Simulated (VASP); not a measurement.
**Hf3F: relaxation of cell and atoms with PBE**

The system is Hf3F.

```
CELL_PARAMETERS angstrom
0.00000 3.53375 3.53375
3.53375 0.00000 3.53375
3.53375 3.53375 0.00000
ATOMIC_POSITIONS crystal
Hf 0.25000 0.25000 0.25000
Hf 0.75000 0.75000 0.75000
Hf 0.50000 0.50000 0.50000
F 0.00000 0.00000 0.00000
```

The cell was generated, and may not be a known phase.

| Quantity | Value |
| --- | --- |
| Program | VASP 6.6.1 |
| Task | relaxation of cell and atoms |
| Functional | PBE |
| Potentials or basis | VASP PAW PBE potentials, release 64 (Hf_pv, F) |
| Cutoff | 600 eV |
| k mesh | 4 × 4 × 4 |
| Occupations | gaussian, width 0.1 eV |
| Spin | no spin polarisation |
| Dipole correction | no |
| Further INCAR settings | ALGO = Normal; EDIFF = 1e-06; IBRION = 2; EDIFFG = -0.04; NSW = 90; ISIF = 3 |

```
Relaxed volume                        : 19.82 Å³/atom
Relaxed cell                          : a = 4.822 Å, b = 4.822 Å, c = 4.822 Å, α = 60.00°, β = 60.00°, γ = 60.00°
Space group after relaxing (to 0.1 Å) : Fm-3m (No. 225)
Energy gained by relaxing             : 52.5 meV/atom
Ionic steps                           : 3
Pressure after relaxing               : -0.1 GPa
Band gap on the k mesh                : zero (an odd number of electrons rules out a gap without spin polarisation)
```

Step by step:
```csv
step,energy change (eV),largest force (eV/Å),pressure (GPa),volume (Å³)
1,0.0000,0.0000,-7.04,88.25
2,-0.1856,0.0000,2.95,76.45
3,-0.2101,0.0000,-0.06,79.27
```

Final structure:
```
CELL_PARAMETERS angstrom
0.00000 3.40945 3.40945
3.40945 0.00000 3.40945
3.40945 3.40945 0.00000
ATOMIC_POSITIONS crystal
Hf 0.25000 0.25000 0.25000
Hf 0.75000 0.75000 0.75000
Hf 0.50000 0.50000 0.50000
F 0.00000 0.00000 0.00000
```

Levels at points of the mesh, in eV from the Fermi level:
```tsv
k point	band 15	band 16	band 17	band 18	band 19	band 20	band 21	band 22
(0.00, 0.00, 0.00)	-1.99	-1.99	0.23	0.23	0.23	0.51	0.51	0.51
(0.50, 0.00, 0.00)	-1.77	-0.75	-0.61	-0.61	0.29	0.29	0.38	0.38
(0.50, 0.50, 0.00)	-2.65	-1.36	-0.86	-0.38	-0.14	-0.14	1.83	1.83
```

Run time: 38 s on 1 thread of AMD EPYC 9R45 96-Core Processor (Zen 5), on a shared host, peak memory 0.21 GiB.

Caveat: the k points lie up to 0.40 Å⁻¹ apart in the final cell, too coarse for converged energies and pressures of a metal; spin-orbit coupling is left out, which moves the levels of the heavy elements.
